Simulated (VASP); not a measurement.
Input of a VASP 6.6.1 run:

Contents of INCAR:

```
SYSTEM = MgO
ALGO     = Normal         ! electronic algorithm
EDIFF    = 1E-6           ! SCF threshold, eV
ENCUT    = 520            ! plane-wave cutoff, eV
GGA      = PE             ! functional
ISIF     = 2              ! what is computed and relaxed
ISMEAR   = 0              ! smearing method
LASPH    = .True.         ! aspherical terms in the spheres
LCHARG   = .False.        ! write CHGCAR
LREAL    = .False.        ! projectors in reciprocal space
LWAVE    = .False.        ! write WAVECAR
NBANDS   = 11             ! bands
NELM     = 100            ! most SCF steps
PREC     = Accurate       ! precision mode
SIGMA    = 0.05           ! smearing width, eV
```

KPOINTS

```
k-points
0
Gamma
  10 10 10
  0 0 0
```

Contents of POSCAR:

```
MgO
1.0
    0.0000000000      2.2332690507      2.1800959780
    2.2332690507      0.0000000000      2.1800959780
    2.2332690507      2.2332690507      0.0000000000
Mg O
1 1
Direct
    0.0000000000      0.0000000000      0.0000000000
    0.5000000000      0.5000000000      0.5000000000
```

Potentials or basis: VASP PAW PBE potentials, release 64 (Mg, O).

Command:

```console
$ cat potpaw_PBE.64/Mg/POTCAR potpaw_PBE.64/O/POTCAR > POTCAR
$ mpirun -np 1 vasp_std > vasp.out
```

Problem. Predict the band gap on the k mesh.

Solution. 3.36 eV, direct.

Problem. Estimate the pressure.

Solution. -14.8 GPa.

Stress tensor (GPa, compression positive):
```
-15.37   0.00   0.00
  0.00 -15.37   0.00
  0.00   0.00 -13.58
```

Caveat: the cell differs from its parent crystal (strain +0.050 along x and y, +0.025 along z).
